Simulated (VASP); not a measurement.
Wanted: the native input for a VASP 6.6.1 run.

- Task: relaxation of cell and atoms
- Functional: PBE
- Potentials or basis: VASP PAW PBE potentials, release 64 (Zr_sv, H)
- Cutoff: 600 eV
- k mesh: 12 × 12 × 10
- Occupations: gaussian, width 0.1 eV
- Spin: no spin polarisation
- Dipole correction: no
- Further INCAR settings: ALGO = Normal; EDIFF = 1e-06; IBRION = 2; EDIFFG = -0.01; NSW = 100; ISIF = 3

The structure of ZrH4 lies in POSCAR:

```
ZrH4
1.0
    1.8771636077     -3.0191778193      0.0000000000
    1.8771636077      3.0191778193      0.0000000000
    0.0000000000      0.0000000000      3.5293110387
Zr H
1 4
Direct
    0.0000000000      0.0000000000      0.0000000000
    0.6605525605      0.3394474395      0.0000000000
    0.3394474395      0.6605525605      0.0000000000
    0.7549914002      0.7549914002      0.5000000000
    0.2450085998      0.2450085998      0.5000000000
```

This cell differs from its parent crystal: atoms taken out.

One way to write it, as run:

INCAR

```
ALGO     = Normal         # electronic algorithm
EDIFF    = 1E-6           # SCF threshold, eV
EDIFFG   = -0.01          # ionic threshold
ENCUT    = 600            # plane-wave cutoff, eV
GGA      = PE             # functional
IBRION   = 2              # ionic algorithm
ISIF     = 3              # what is computed and relaxed
ISMEAR   = 0              # smearing method
LASPH    = True           # aspherical terms in the spheres
LCHARG   = False          # write CHGCAR
LREAL    = False          # projectors in reciprocal space
LWAVE    = False          # write WAVECAR
NELM     = 60             # most SCF steps
NSW      = 100            # ionic steps
PREC     = Accurate       # precision mode
SIGMA    = 0.1            # smearing width, eV
```

KPOINTS

```
k-points
0
Gamma
  12 12 10
```

Potentials or basis: VASP PAW PBE potentials, release 64 (Zr_sv, H).

Run with:

```console
$ cat potpaw_PBE.64/Zr_sv/POTCAR potpaw_PBE.64/H/POTCAR > POTCAR
$ mpirun -np 1 vasp_std > vasp.out
```

It gave:

```json
{
 "Relaxed volume": "7.99 Å³/atom",
 "Relaxed cell": "a = 3.554 Å, b = 3.554 Å, c = 3.540 Å, α = 90.00°, β = 90.00°, γ = 116.67°",
 "Space group after relaxing (to 0.1 Å)": "Cmmm (No. 65)",
 "Energy gained by relaxing": "0.2 meV/atom",
 "Ionic steps": "7",
 "Pressure after relaxing": "0.1 GPa",
 "Largest force after relaxing": "0.009 eV/Å",
 "Band gap on the k mesh": "zero (bands 8 and 9 overlap by 2.35 eV)"
}
```

Caveat: the cell differs from its parent crystal (atoms taken out).

Run time: 2.6 min on 1 thread of Intel(R) Xeon(R) 6975P-C (Granite Rapids) (shared host), peak memory 0.29 GiB.
